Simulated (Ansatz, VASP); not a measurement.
## One calculation of Ag, two programs

Contents of INCAR:

```
PREC = Accurate ; ENCUT = 520
EDIFF = 1E-6 ; ISMEAR = 0
SIGMA = 0.15 ; LREAL = False
LASPH = True ; NELM = 100
ALGO = Fast ; ISIF = 2
LWAVE = False ; LCHARG = True
GGA = PS ; LELF = True
LVHAR = True ; NBANDS = 18
```

The input KPOINTS:

```
Automatic mesh
0
Gamma
  24 24 14
```

Contents of POSCAR:

```
Ag
1.0
    2.8957332950      0.0000000000      0.0000000000
   -1.4478666475      2.5077785961      0.0000000000
    0.0000000000      0.0000000000      4.6907149281
Ag
2
Direct
    0.3333333333      0.6666666667      0.2500000000
    0.6666666667      0.3333333333      0.7500000000
```

Input for Ansatz:

```yaml
crystal:
  lattice:
    - [2.895733295, 0.0, 0.0]
    - [-1.4478666475, 2.5077785961, 0.0]
    - [0.0, 0.0, 4.6907149281]
  atoms:
    - { symbol: Ag, position: [0.3333333333, 0.6666666667, 0.25] }
    - { symbol: Ag, position: [0.6666666667, 0.3333333333, 0.75] }
basis:
  ecutwfc: 420
kpoints:
  mp_grid: { grid: [24, 24, 14] }
hamiltonian:
  xc: pbesol
scf:
  occupations: { method: gaussian, width: 0.15 }
output:
  forces: true
  stress: true
  eigenvalues: true
```

Change from the starting cell: strain +0.0100 x Voigt [1, 1, 0, 0, 0, 0], atoms carried along.

Alike in both runs: task single point; functional PBEsol; k mesh 24 × 24 × 14; occupations gaussian, width 0.15 eV; no spin polarisation.

|  | VASP | Ansatz |
| --- | --- | --- |
| version | VASP 6.6.1 | Ansatz 0.2.0 |
| potentials or method | VASP PAW PBE potentials, release 64 (Ag), cutoff 520 eV | scalar-relativistic, plane waves, PAW |
| valence electrons in the cell | 22 | 38 |

|  | VASP | Ansatz | Ansatz less VASP |
| --- | --- | --- | --- |
| gap on the k mesh at the Fermi level (eV) | none | none | - |
| pressure (GPa) | -2.5 | -2.3 | +0.27 |
| traceless stress, the component that is largest in VASP (GPa) | 0.99 | 1.00 | +0.006 |

VASP's potentials were made for PBE, not for PBEsol. A gap of «none» marks a metal or a gap that the smearing closes. With one functional, cell and mesh, what is left measures potentials, basis and numerics. VASP's potentials hold 22 valence electrons a cell and Ansatz's 38, so a difference there can come from the potentials and not from the codes.
